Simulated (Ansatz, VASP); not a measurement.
**Two plane-wave programs on CdS**

```
Cd S
1.0
     2.91650    2.91650    0.00000
    -2.91650    2.91650    0.00000
     0.00000    2.91650    2.91650
Cd S
1 1
Cartesian
  0.0000 0.0000 0.0000
  1.4583 4.3748 1.4583
```

Alike in both runs: task relaxation of cell and atoms; functional LDA; k mesh 12 × 12 × 12; occupations fermi-dirac, width 0.08 eV; no spin polarisation.

|  | VASP | Ansatz |
| --- | --- | --- |
| version | VASP 6.6.1 | Ansatz 0.2.0 |
| potentials or method | VASP PAW LDA potentials, release 64 (Cd, S) | PAW with Ansatz's default frozen-core files, scalar-relativistic |
| plane-wave cutoff (eV) | 600 | 420 |
| valence electrons in the cell | 18 | 26 |

Ansatz gave:

| Item | Value |
| --- | --- |
| relaxed volume (Å³/atom) | 23.84 |
| relaxed cell length with the largest relative difference (Å) | 4.070 |

Q: Which values does VASP return?

A: Relaxed volume (Å³/atom): 24.02; relaxed cell length with the largest relative difference (Å): 4.081.

LDA's correlation is that of Perdew and Zunger in VASP and of Perdew and Wang (1992) in Ansatz. VASP's potentials hold 18 valence electrons a cell and Ansatz's 26, so a difference there can come from the potentials and not from the codes.
